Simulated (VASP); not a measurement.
# KH5 (P3m1) in VASP: further runs

KH5 is run at these levels: PBE; tasks: relaxation of cell and atoms, single point.

Everything below comes from runs of VASP 6.6.1. Logs are shortened: lines on timing, memory, paths and dates and some standing lists are left out, and cuts for length are marked.

## (1) The cell of the first run

The structure is trigonal, space group P3m1 (No. 156). The conventional cell has a = 3.633 Å, b = 3.633 Å, c = 6.022 Å, α = 90.00°, β = 90.00°, γ = 120.00°. Within 2.5 Å of K (site symmetry 3m) lie 7 H at 1.90 to 2.17 Å. H (site symmetry 3m) has 1 K at 1.90 Å within 2.5 Å. Within 1.9 Å of H (site symmetry m) lie 3 H at 1.42 Å. H (site symmetry 3m) has 3 H at 1.42 Å within 1.9 Å.

The cell was built from a structure type or drawn by symmetry, and may not be a known phase.

## (2) Relaxation of cell and atoms, PBE

INCAR reads:

```
  PREC = Accurate
  ENCUT = 600
  EDIFF = 1E-7
  ISMEAR = 0
  SIGMA = 0.1
  LREAL = F
  LASPH = T
  NELM = 80
  ALGO = Normal
  ISIF = 3
  LWAVE = F
  LCHARG = F
  GGA = PE
  IBRION = 2
  NSW = 90
  EDIFFG = -0.04
```

KPOINTS reads:

```
regular mesh
0
Gamma
  6 6 4
```

POSCAR reads:

```
KH5
1.0
    3.6331256000      0.0000000000      0.0000000000
   -1.8165628000      3.1463790600      0.0000000000
    0.0000000000      0.0000000000      6.0218562700
K H
1 5
Direct
    0.3333333300      0.6666666700      0.9906545000
    0.3333333300      0.6666666700      0.3057328000
    0.1304549900      0.8695450100      0.7047595500
    0.1304549900      0.2609099800      0.7047595500
    0.7390900200      0.8695450100      0.7047595500
    0.0000000000      0.0000000000      0.8978434700
```

Potentials or basis: VASP PAW PBE potentials, release 64 (K_sv, H).

Started as:

```bash
> cat potpaw_PBE.64/K_sv/POTCAR potpaw_PBE.64/H/POTCAR > POTCAR
> mpirun -np 1 vasp_std > vasp.out
```

OUTCAR:

```text
PREC = Accurate
   ENCUT = 600
   EDIFF = 1E-7
   ISMEAR = 0
   LREAL = F
   LASPH = T
   NELM = 80
   ISIF = 3
   GGA = PE
   IBRION = 2
   NSW = 90
   EDIFFG = -0.04

 ion  position               nearest neighbor table
   1  0.333  0.667  0.991-   2 1.90   3 2.14   4 2.14   5 2.14   6 2.17   6 2.17   6 2.17
   2  0.333  0.667  0.306-   1 1.90
   3  0.130  0.870  0.705-   1 2.14
   4  0.130  0.261  0.705-   1 2.14
   5  0.739  0.870  0.705-   1 2.14
   6  0.000  0.000  0.898-   1 2.17   1 2.17   1 2.17

  LATTYP: Found a hexagonal cell.
 ALAT       =     3.6331256000
 C/A-ratio  =     1.6574863996

  Lattice vectors:

 A1 = (   3.6331256000,   0.0000000000,   0.0000000000)
 A2 = (  -1.8165628000,   3.1463790600,   0.0000000000)
 A3 = (   0.0000000000,   0.0000000000,   6.0218562700)

Analysis of symmetry for initial positions (statically):
=====================================================================
 Subroutine PRICEL returns:
 Original cell was already a primitive cell.

 Routine SETGRP: Setting up the symmetry group for a
 hexagonal supercell.

 Subroutine GETGRP returns: Found  6 space group operations
 (whereof  6 operations were pure point group operations)
 out of a pool of 24 trial point group operations.

The static configuration has the point symmetry C_3v.

Analysis of symmetry for dynamics (positions and initial velocities):
=====================================================================
 Subroutine PRICEL returns:
 Original cell was already a primitive cell.

 Routine SETGRP: Setting up the symmetry group for a
 hexagonal supercell.

 Subroutine GETGRP returns: Found  6 space group operations
 (whereof  6 operations were pure point group operations)
 out of a pool of 24 trial point group operations.

The dynamic configuration has the point symmetry C_3v.

 Subroutine INISYM returns: Found  6 space group operations
 (whereof  6 operations are pure point group operations),
 and found     1 'primitive' translations

----------------------------------------------------------------------------------------

                                     Primitive cell

  volume of cell :      68.8370

  direct lattice vectors                    reciprocal lattice vectors
     3.633125600  0.000000000  0.000000000     0.275245095  0.158912830  0.000000000
    -1.816562800  3.146379060  0.000000000     0.000000000  0.317825660  0.000000000
     0.000000000  0.000000000  6.021856270     0.000000000  0.000000000  0.166061752

  length of vectors
     3.633125600  3.633125596  6.021856270     0.317825659  0.317825660  0.166061752

  position of ions in fractional coordinates (direct lattice)
     0.333333330  0.666666670  0.990654500
     0.333333330  0.666666670  0.305732800
     0.130454990  0.869545010  0.704759550
     0.130454990  0.260909980  0.704759550
     0.739090020  0.869545010  0.704759550
     0.000000000  0.000000000  0.897843470

  ion indices of the primitive-cell ions
   primitive index   ion index
                 1           1
                 2           2
                 3           3
                 4           4
                 5           5
                 6           6

----------------------------------------------------------------------------------------

 KPOINTS: regular mesh

Automatic generation of k-mesh.
 Grid dimensions read from file:
 generate k-points for:    6    6    4

 Generating k-lattice:

  Cartesian coordinates                     Fractional coordinates (reciprocal lattice)
     0.045874182  0.026485472  0.000000000     0.166666667  0.000000000  0.000000000
     0.000000000  0.052970943  0.000000000     0.000000000  0.166666667  0.000000000
     0.000000000  0.000000000  0.041515438     0.000000000  0.000000000  0.250000000

  Length of vectors
     0.052970943  0.052970943  0.041515438

  Shift w.r.t. Gamma in fractional coordinates (k-lattice)
     0.000000000  0.000000000  0.000000000

 Subroutine IBZKPT returns following result:
 ===========================================

 Found     24 irreducible k-points:

 Following reciprocal coordinates:
            Coordinates               Weight
  0.000000  0.000000  0.000000      1.000000
  0.166667  0.000000  0.000000      6.000000
  0.333333  0.000000  0.000000      6.000000
  0.500000  0.000000  0.000000      3.000000
  0.166667  0.166667  0.000000      6.000000
  0.333333  0.166667  0.000000     12.000000
[... 16 lines left out ...]
  0.333333  0.166667  0.500000     12.000000
  0.333333  0.333333  0.500000      2.000000
   k-points           NKPTS =     24   k-points in BZ     NKDIM =     24   number of bands    NBANDS=     11
   number of dos      NEDOS =    301   number of ions     NIONS =      6
   total plane-waves  NPLWV =  43200
   dimension x,y,z NGX =    30 NGY =   30 NGZ =   48
   dimension x,y,z NGXF=    60 NGYF=   60 NGZF=   96
   ions per type =               1   5
   NGX,Y,Z   is equivalent  to a cutoff of  13.73, 13.73, 13.25 a.u.
[... 10 lines left out ...]
   NELM   =     80;   NELMIN=  2; NELMDL= -5     # of ELM steps
   EDIFF  = 0.1E-06   stopping-criterion for ELM
   LREAL  =      F    real-space projection
   EDIFFG = -.4E-01   stopping-criterion for IOM
   NSW    =     90    number of steps for IOM
   IBRION =      2    ionic relax: 0-MD 1-quasi-New 2-CG
   NFREE  =      1    steps in history (QN), initial steepest desc. (CG)
   ISIF   =      3    stress and relaxation
   ISYM   =      2    0-nonsym 1-usesym 2-fastsym
   POTIM  = 0.5000    time-step for ionic-motion
   TEBEG  =    0.0;   TEEND  =   0.0 temperature during run
   PSTRESS=    0.0 pullay stress
   NELECT =      14.0000    total number of electrons
   NUPDOWN=      -1.0000    fix difference up-down
   EMIN   =  10.00;   EMAX   =-10.00  energy-range for DOS
   EFERMI =   0.00;   METHOD = LEGACY
   ISMEAR =     0;   SIGMA  =   0.10  broadening in eV -4-tet -1-fermi 0-gaus
   EFERMI_NEDOS =   21; number of points for ismear=-14 and -15
   IALGO  =     38    algorithm
   IMIX   =      4    mixing-type and parameters
     AMIX     =   0.40;   BMIX     =  1.00
     AMIX_MAG =   1.60;   BMIX_MAG =  1.00
  volume/ion in A,a.u.               =      11.47        77.42
  Fermi-wavevector in a.u.,A,eV,Ry     =   0.962743  1.819320 12.610879  0.926873
  Thomas-Fermi vector in A             =   2.092228
   LORBIT       =      0    0 simple, 1 ext, 2 COOP (PROOUT), +10 PAW based schemes
   GGA     = PE    functional components
   LHFCALC =     F    Hartree Fock is set to
   AEXX    =    0.0000 exact exchange contribution
   IVDW    =     0    specifies the selected vdW correction
   LEPSILON=     F    determine dielectric tensor
   LRPA    =     F    only Hartree local field effects (RPA)
 conjugate gradient relaxation of ions
 non-spin polarized calculation
 Gauss-broadening in eV      SIGMA  =   0.10
  energy-cutoff  :      600.00
  volume of cell :       68.84
 maximum number of plane-waves:      2316
 NGX is ok and might be reduce to    30
   NGX = 15   NGY = 15   NGZ = 25

--------------------------------------- Ionic step        1  -------------------------------------------

 number of electron      13.9999999 magnetization

 Free energy of the ion-electron system (eV)
  ---------------------------------------------------
  ext. energy  EPLUGINS =         0.00000000
  ---------------------------------------------------
  free energy    TOTEN  =        -8.62942550 eV

  energy without entropy =       -8.61245051  energy(sigma->0) =       -8.62093801

------------------------ aborting loop because EDIFF is reached ----------------------------------------

  FORCE on cell =-STRESS in cart. coord.  units (eV):
  Direction    XX          YY          ZZ          XY          YZ          ZX
  --------------------------------------------------------------------------------------
  -------------------------------------------------------------------------------------
  Total        0.5066100      0.5066100      8.6862805      0.0000000     -0.0000000      0.0000000
  in kB       11.7913226     11.7913225    202.1727379      0.0000000     -0.0000000      0.0000000
  external PRESSURE =      75.2517943 kB  Pullay stress =       0.0000000 kB
[... 101 lines left out ...]
  FREE ENERGIE OF THE ION-ELECTRON SYSTEM (eV)
  ---------------------------------------------------
  free  energy   TOTEN  =       -10.8088628487 eV

  energy  without entropy=      -10.7944347302  energy(sigma->0) =      -10.80164879

[... ionic steps 4 to 19 ...]

--------------------------------------- Ionic step       20  -------------------------------------------

 number of electron      14.0000001 magnetization

------------------------ aborting loop because EDIFF is reached ----------------------------------------

  FORCE on cell =-STRESS in cart. coord.  units (eV):
  Direction    XX          YY          ZZ          XY          YZ          ZX
  --------------------------------------------------------------------------------------
  -------------------------------------------------------------------------------------
  Total        0.0541773      0.0541773     -0.0727799     -0.0000000      0.0000000      0.0000000
  in kB        1.0694398      1.0694398     -1.4366500     -0.0000000      0.0000000      0.0000000
  external PRESSURE =       0.2340766 kB  Pullay stress =       0.0000000 kB
[... 65 lines left out ...]
  energy  without entropy=      -14.7850607407  energy(sigma->0) =      -14.78506074

--------------------------------------- Ionic step       22  -------------------------------------------

 number of electron      14.0000000 magnetization

 Free energy of the ion-electron system (eV)
  ---------------------------------------------------
  ext. energy  EPLUGINS =         0.00000000
  ---------------------------------------------------
  free energy    TOTEN  =       -14.78635178 eV

  energy without entropy =      -14.78635178  energy(sigma->0) =      -14.78635178

 E-fermi :  -0.7509     XC(G=0):  -6.6792

 val. band max:       -1.2721659777   @ k =   0.3333   0.3333   0.0000
 cond. band min:      -0.2619258104   @ k =   0.3333   0.3333   0.5000
 fundamental gap:      1.0102401673
 Fermi energy:        -0.7509071054

 k-point     1 :       0.0000    0.0000    0.0000
  band No.  band energies     occupation
      1     -30.5869      2.00000
      2     -14.1770      2.00000
      3     -13.9256      2.00000
      4     -13.9256      2.00000
      5     -12.6912      2.00000
      6      -2.6184      2.00000
      7      -1.7285      2.00000
      8       1.3293      0.00000
      9       2.3830      0.00000
     10       2.3830      0.00000
     11       5.8378      0.00000
[... 353 lines left out ...]
  FREE ENERGIE OF THE ION-ELECTRON SYSTEM (eV)
  ---------------------------------------------------
  free  energy   TOTEN  =       -14.7863517828 eV

  energy  without entropy=      -14.7863517828  energy(sigma->0) =      -14.78635178

 reached required accuracy - stopping structural energy minimisation
```

It took 3.4 min on 1 thread of AMD EPYC 9R45 (Zen 5), shared host; peak memory 0.19 GiB.

Results:

```
Free energy                           : -14.7864 eV
Relaxed volume                        : 13.63 Å³/atom
Relaxed cell                          : a = 3.841 Å, b = 3.841 Å, c = 6.400 Å, α = 90.00°, β = 90.00°, γ = 120.00°
Space group after relaxing (to 0.1 Å) : P3m1 (No. 156)
Energy gained by relaxing             : 1026.2 meV/atom
Ionic steps                           : 22
Pressure after relaxing               : -0.3 GPa
Largest force after relaxing          : 0.032 eV/Å
Band gap on the k mesh                : 1.01 eV (least direct gap 1.04 eV)
```

Forces in eV/Å, atoms in the order of the input:
```
K    0.000  0.000 -0.031
H    0.000  0.000  0.032
H   -0.011  0.007  0.008
H    0.000 -0.013  0.008
H    0.011  0.007  0.008
H    0.000  0.000 -0.026
```

Step by step:
```csv
step,energy change (eV),largest force (eV/Å),pressure (GPa),volume (Å³)
1,0.0000,1.8715,7.53,68.84
2,-0.9744,1.1207,3.57,74.25
3,-2.1794,1.6644,-1.15,87.14
4,-2.8231,1.9888,-4.37,114.26
5,-4.0636,1.2433,-2.68,111.99
6,-4.1544,1.2915,-1.26,111.13
7,-4.1640,1.2800,-1.76,111.39
8,-4.8299,1.2438,-0.63,104.40
9,-5.3564,2.8324,1.96,93.82
10,-5.6156,1.9159,1.35,92.56
11,-6.0305,0.4474,-0.12,88.40
12,-6.0849,0.3614,-0.62,86.51
13,-6.0922,0.5214,-0.85,85.57
14,-6.1099,0.4639,-0.75,84.79
15,-6.1424,0.2952,-0.44,82.44
16,-6.1221,0.2568,0.23,77.64
17,-6.1485,0.1973,-0.24,80.95
18,-6.1520,0.1081,-0.07,81.03
19,-6.1529,0.1148,0.06,81.10
20,-6.1537,0.1066,0.02,81.17
21,-6.1556,0.0808,-0.09,81.36
22,-6.1569,0.0323,-0.31,81.75
```

Final structure:
```
K H
1.0
     3.84053    0.00000    0.00000
    -1.92026    3.32599    0.00000
     0.00000    0.00000    6.40022
K H
1 5
Direct
  0.33333 0.66667 0.09228
  0.33333 0.66667 0.54373
  0.08526 0.91474 0.57336
  0.08526 0.17052 0.57336
  0.82948 0.91474 0.57336
  0.00000 0.00000 0.95241
```

Levels at points of the mesh, in eV from the valence-band top:
| k point | band 4 | band 5 | band 6 | band 7 | band 8 | band 9 | band 10 | band 11 |
| --- | --- | --- | --- | --- | --- | --- | --- | --- |
| (0.00, 0.00, 0.00) | -12.65 | -11.42 | -1.35 | -0.46 | 2.60 | 3.66 | 3.66 | 7.11 |
| (0.50, 0.00, 0.00) | -12.74 | -10.83 | -3.28 | -0.13 | 2.78 | 3.68 | 4.13 | 5.74 |
| (0.00, 0.00, 0.50) | -12.65 | -11.37 | -1.53 | -0.49 | 3.65 | 3.65 | 3.98 | 4.77 |
| (0.50, 0.00, 0.50) | -12.74 | -10.83 | -3.21 | -0.21 | 2.74 | 3.64 | 4.21 | 5.85 |

Caveat: the volume moved by over 15 % at a fixed basis, so the end points are rough. A k mesh can miss the band edges.

## (3) Single point, PBE

This run uses another cell than the first one, of 13.32 Å³/atom.

INCAR reads:

```
PREC = Accurate ; ENCUT = 520
EDIFF = 1E-6 ; ISMEAR = 0
SIGMA = 0.02 ; LREAL = False
LASPH = True ; NELM = 80
ALGO = Normal ; ISIF = 2
LWAVE = False ; LCHARG = False
GGA = PE ; NBANDS = 16
```

KPOINTS reads:

```
Automatic mesh
0
Gamma
  12 12 4
```

POSCAR reads:

```
KH5
1.0
    3.8013403419      0.0000000000      0.0000000000
   -1.9006701710      3.2920573045      0.0000000000
    0.0000000000      0.0000000000      6.3861460139
K H
1 5
Direct
    0.3333333333      0.6666666667      0.0895817707
    0.3333333333      0.6666666667      0.5470455837
    0.0861897305      0.9138102695      0.5758017978
    0.0861897305      0.1723794611      0.5758017978
    0.8276205389      0.9138102695      0.5758017978
    0.0000000000      0.0000000000      0.9444766723
```

Potentials or basis: VASP PAW PBE potentials, release 64 (K_sv, H).

Started as:

```bash
> cat potpaw_PBE.64/K_sv/POTCAR potpaw_PBE.64/H/POTCAR > POTCAR
> mpirun -np 1 vasp_std > vasp.out
```

It took 38 s on 1 thread of AMD EPYC 9R45 (Zen 5), shared host; peak memory 0.2 GiB.

It converged, with:

```yaml
Free_energy: -14.7928 eV
Pressure: -0.1 GPa
Largest_force: 0.012 eV/Å
Band_gap_on_the_k_mesh: 1.06 eV (least direct gap 1.10 eV)
```

Forces on the atoms (eV/Å):
```
K    0.000  0.000  0.005
H    0.000  0.000  0.003
H   -0.011  0.006  0.000
H    0.000 -0.012  0.000
H    0.011  0.006  0.000
H    0.000  0.000 -0.007
```

Levels at points of the mesh, in eV from the valence-band top:
| k point | band 5 | band 6 | band 7 | band 8 | band 9 | band 10 |
| --- | --- | --- | --- | --- | --- | --- |
| (0.00, 0.00, 0.00) | -11.36 | -1.33 | -0.36 | 2.56 | 3.81 | 3.81 |
| (0.50, 0.00, 0.00) | -10.71 | -3.30 | -0.14 | 2.90 | 3.76 | 4.12 |
| (0.00, 0.00, 0.50) | -11.32 | -1.55 | -0.36 | 3.81 | 3.81 | 3.94 |
| (0.50, 0.00, 0.50) | -10.72 | -3.23 | -0.21 | 2.86 | 3.69 | 4.21 |

A k mesh can miss the band edges.

## (4) Relaxation of cell and atoms, PBE

This run uses another cell than the first one, of 13.29 Å³/atom.

INCAR reads:

```
SYSTEM = KH5
PREC = Accurate
ENCUT = 600
EDIFF = 1E-6
ISMEAR = 0
SIGMA = 0.02
LREAL = .False.
LASPH = .True.
NELM = 100
ALGO = Normal
ISIF = 3
LWAVE = .False.
LCHARG = .False.
GGA = PE
IBRION = 2
NSW = 100
EDIFFG = -0.01
```

KPOINTS reads:

```
Automatic mesh
0
Gamma
  12 12 4
  0 0 0
```

POSCAR reads:

```
KH5
1.0
    3.7964191553      0.0000000000      0.0000000000
   -1.8982095777      3.2877954319      0.0000000000
    0.0000000000      0.0000000000      6.3867679719
K H
1 5
Direct
    0.3333333333      0.6666666667      0.0912043222
    0.3333333333      0.6666666667      0.5471977160
    0.0865509830      0.9134490170      0.5753789419
    0.0865509830      0.1731019661      0.5753789419
    0.8268980339      0.9134490170      0.5753789419
    0.0000000000      0.0000000000      0.9439705561
```

Started as:

```bash
> cat potpaw_PBE.64/K_sv/POTCAR potpaw_PBE.64/H/POTCAR > POTCAR
> mpirun -np 1 vasp_std > vasp.out
```

It took 43 s on 1 thread of AMD EPYC 9R45 (Zen 5), shared host; peak memory 0.23 GiB.

The run converged. Its results:

```
Free energy                           : -14.7939 eV
Relaxed volume                        : 13.28 Å³/atom
Relaxed cell                          : a = 3.796 Å, b = 3.796 Å, c = 6.386 Å, α = 90.00°, β = 90.00°, γ = 120.00°
Space group after relaxing (to 0.1 Å) : P3m1 (No. 156)
Energy gained by relaxing             : 0.0 meV/atom
Ionic steps                           : 2
Pressure after relaxing               : 0.0 GPa
Largest force after relaxing          : 0.009 eV/Å
Band gap on the k mesh                : 1.05 eV (least direct gap 1.09 eV)
```

Forces on the atoms (eV/Å):
```
K    0.000  0.000 -0.009
H    0.000  0.000 -0.005
H   -0.002  0.001  0.005
H    0.000 -0.002  0.005
H    0.002  0.001  0.005
H    0.000  0.000  0.000
```

Stress tensor (GPa, compression positive):
```
 0.08  0.00  0.00
 0.00  0.08  0.00
 0.00  0.00 -0.01
```

Step by step:
```
step  energy change (eV)  largest force (eV/Å)  pressure (GPa)  volume (Å³)
   1              0.0000                0.0425           -0.01        79.72
   2             -0.0001                0.0093            0.05        79.71
```

Final structure:
```xyz
6
Lattice="3.7962 0.0000 0.0000 -1.8981 3.2876 0.0000 0.0000 0.0000 6.3865" Properties=species:S:1:pos:R:3 pbc="T T T"
K     0.0000    2.1917    0.5820
H     0.0000    2.1917    3.4945
H    -1.4070    3.0041    3.6748
H     0.0000    0.5670    3.6748
H     1.4070    3.0041    3.6748
H     1.8981    3.2876    6.0288
```

Levels at points of the mesh, in eV from the valence-band top:
```csv
k point,band 4,band 5,band 6,band 7,band 8,band 9,band 10,band 11
"(0.00, 0.00, 0.00)",-12.69,-11.38,-1.33,-0.36,2.54,3.82,3.82,7.14
"(0.50, 0.00, 0.00)",-12.78,-10.72,-3.31,-0.14,2.91,3.76,4.10,5.79
"(0.00, 0.00, 0.50)",-12.69,-11.33,-1.56,-0.35,3.82,3.82,3.93,4.74
"(0.50, 0.00, 0.50)",-12.78,-10.73,-3.25,-0.21,2.86,3.69,4.21,5.88
```

## (5) The runs side by side

| task | cell | k mesh | cutoff (eV) | smearing | gap on the mesh (eV) | pressure (GPa) | relaxed volume (Å³/atom) | largest force (eV/Å) |
| --- | --- | --- | --- | --- | --- | --- | --- | --- |
| relaxation of cell and atoms | relaxed from a = 3.633, b = 3.633, c = 6.022 Å, angles 90.0, 90.0, 120.0°, 6 atoms, atomic positions A | 6 × 6 × 4 | 600 | gaussian 0.1 eV | 1.01 | -0.3 | 13.63 | 0.03 |
| single point | a = 3.801, b = 3.801, c = 6.386 Å, angles 90.0, 90.0, 120.0°, 6 atoms, atomic positions B | 12 × 12 × 4 | 520 | gaussian 0.02 eV | 1.06 | -0.1 | - | 0.01 |
| relaxation of cell and atoms | relaxed from a = 3.796, b = 3.796, c = 6.387 Å, angles 90.0, 90.0, 120.0°, 6 atoms, atomic positions C | 12 × 12 × 4 | 600 | gaussian 0.02 eV | 1.05 | 0.0 | 13.28 | 0.01 |

Alike in all rows: level PBE; potentials or basis VASP PAW PBE potentials, release 64 (K_sv, H); no spin polarisation.

Caveats: the volume moved by over 15 % at a fixed basis, so the end points are rough (at least some runs).

Total energies depend on the potentials used, so only differences within one code and one set of settings carry meaning.
